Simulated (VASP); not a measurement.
Set up this calculation in VASP 6.6.1, as the native input.

```
Task                   : relaxation of cell and atoms
Functional             : PBE
Potentials or basis    : VASP PAW PBE potentials, release 64 (Rb_sv)
Cutoff                 : 600 eV
k mesh                 : 11 × 11 × 11
Occupations            : fermi-dirac, width 0.03 eV
Spin                   : no spin polarisation
Dipole correction      : no
Further INCAR settings : ALGO = Normal; EDIFF = 1e-07; IBRION = 2; EDIFFG = -0.005; NSW = 100; ISIF = 3
```

The structure of Rb lies in POSCAR:

```
Rb
1.0
    0.0000000000      2.5553258337      2.5553258337
    2.5553258337      0.0000000000      2.5553258337
    2.5553258337      2.5553258337      0.0000000000
Rb
1
Direct
    0.0000000000      0.0000000000      0.0000000000
```

This isn't the form of Rb at room conditions, which is bcc.

These files were run (other wordings do the same):

INCAR

```
PREC     = Accurate       # precision mode
ENCUT    = 600            # plane-wave cutoff, eV
EDIFF    = 1E-7           # SCF threshold, eV
ISMEAR   = -1             # smearing method
SIGMA    = 0.03           # smearing width, eV
LREAL    = False          # projectors in reciprocal space
LASPH    = True           # aspherical terms in the spheres
NELM     = 80             # most SCF steps
ALGO     = Normal         # electronic algorithm
ISIF     = 3              # what is computed and relaxed
LWAVE    = False          # write WAVECAR
LCHARG   = False          # write CHGCAR
GGA      = PE             # functional
IBRION   = 2              # ionic algorithm
NSW      = 100            # ionic steps
EDIFFG   = -0.005         # ionic threshold
```

KPOINTS

```
Automatic mesh
0
Gamma
  11 11 11
```

Potentials or basis: VASP PAW PBE potentials, release 64 (Rb_sv).

Command:

```bash
$ cat potpaw_PBE.64/Rb_sv/POTCAR > POTCAR
$ mpirun -np 1 vasp_std > vasp.out
```

Results of the run:

| Property | Result |
| --- | --- |
| Relaxed volume | 90.34 Å³/atom |
| Relaxed cell | a = 5.037 Å, b = 5.037 Å, c = 5.037 Å, α = 60.00°, β = 60.00°, γ = 60.00° |
| Space group after relaxing (to 0.1 Å) | Fm-3m (No. 225) |
| Energy gained by relaxing | 1295.3 meV/atom |
| Ionic steps | 8 |
| Pressure after relaxing | 0.0 GPa |
| Band gap on the k mesh | zero (an odd number of electrons rules out a gap without spin polarisation) |

Caveat: the volume moved by over 15 % at a fixed basis, so the end points are rough.

It took 88 s on 1 thread of AMD EPYC 7R13 Processor (Zen 3), on a shared host, peak memory 0.14 GiB.
